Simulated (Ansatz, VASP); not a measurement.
**Two plane-wave programs on InP**

File INCAR:

```
PREC = Accurate
ENCUT = 500
EDIFF = 1E-6
ISMEAR = 0
SIGMA = 0.01
LREAL = F
LASPH = T
NELM = 120
ALGO = Normal
ISIF = 2
LWAVE = F
LCHARG = F
GGA = PS
NBANDS = 16
GGA_COMPAT = F
```

File KPOINTS:

```
regular mesh
0
Gamma
  3 3 3
```

POSCAR

```
InP
1.0
    4.1443530000      0.0000000000      0.0000000000
    2.0721765000      3.5891149803      0.0000000000
    2.0721765000      1.1963716601      3.3838500547
In P
1 1
Direct
    0.0000000000      0.0000000000      0.0000000000
    0.2500000000      0.2500000000      0.2500000000
```

Input for Ansatz:

```yaml
crystal:
  lattice:
    - [4.144353, 0.0, 0.0]
    - [2.0721765000000003, 3.5891149802502493, 0.0]
    - [2.0721765000000003, 1.1963716600834167, 3.3838500546575636]
  atoms:
    - { symbol: In, position: [0.0, 0.0, 0.0] }
    - { symbol: P, position: [0.25000000000000006, 0.24999999999999997, 0.25] }
kpoints:
  mp_grid:
    grid: [3, 3, 3]
hamiltonian:
  xc: pbesol
scf:
  occupations:
    method: fixed
output:
  eigenvalues: true
```

Alike in both runs: task single point; functional PBEsol; k mesh 3 × 3 × 3; no spin polarisation.

|  | VASP | Ansatz |
| --- | --- | --- |
| version | VASP 6.6.1 | Ansatz 0.2.0 |
| potentials or method | VASP PAW PBE potentials, release 64 (In_d, P) | plane waves, PAW |
| plane-wave cutoff (eV) | 500 | 420 |
| occupations | gaussian, width 0.01 eV | fixed |
| valence electrons in the cell | 18 | 18 |

```tsv
	VASP	Ansatz	Ansatz less VASP
gap on the k mesh at the Fermi level (eV)	0.57	0.57	+0.002
```

VASP's potentials were made for PBE, not for PBEsol.

The k mesh is coarse, so the values compare programs but aren't converged.
